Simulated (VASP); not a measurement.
# C: single point with PBEsol

C:

```
C
1.0
     1.23616    0.71370    3.36918
    -1.23616    0.71370    3.36918
     0.00000   -1.42740    3.36918
C
2
Direct
  0.83600 0.83600 0.83600
  0.16400 0.16400 0.16400
```

```yaml
Program: VASP 6.6.1
Task: single point
Functional: PBEsol
Potentials_or_basis: VASP PAW PBE potentials, release 64 (C)
Cutoff: 520 eV
k_mesh: 11 × 11 × 11
Occupations: methfessel-paxton, width 0.1 eV
Spin: no spin polarisation
Dipole_correction: no
Further_INCAR_settings: ALGO = Normal; EDIFF = 1e-07; NBANDS = 11
```

* Pressure: -3.6 GPa
* Largest force: 0.881 eV/Å
* Band gap on the k mesh: 0.94 eV, direct

Forces on the atoms (eV/Å):
```
C    0.000  0.000 -0.881
C    0.000  0.000  0.881
```

Stress tensor (GPa, compression positive):
```
-5.80  0.00  0.00
 0.00 -5.80  0.00
 0.00  0.00  0.65
```

Levels at points of the mesh, in eV from the valence-band top:
```
           k point  band 1  band 2  band 3  band 4  band 5  band 6  band 7  band 8  band 9
(0.00, 0.00, 0.00)  -19.13   -6.10   -2.54   -2.54    4.38    8.69    8.69   11.72   12.95
```

It took 39 s on 1 thread of Intel(R) Xeon(R) Platinum 8375C CPU @ 2.90GHz (Ice Lake), on a shared host, peak memory 0.15 GiB.

Caveat: the PAW data sets were made with another functional, which shifts forces and pressure a little. A k mesh can miss the band edges.
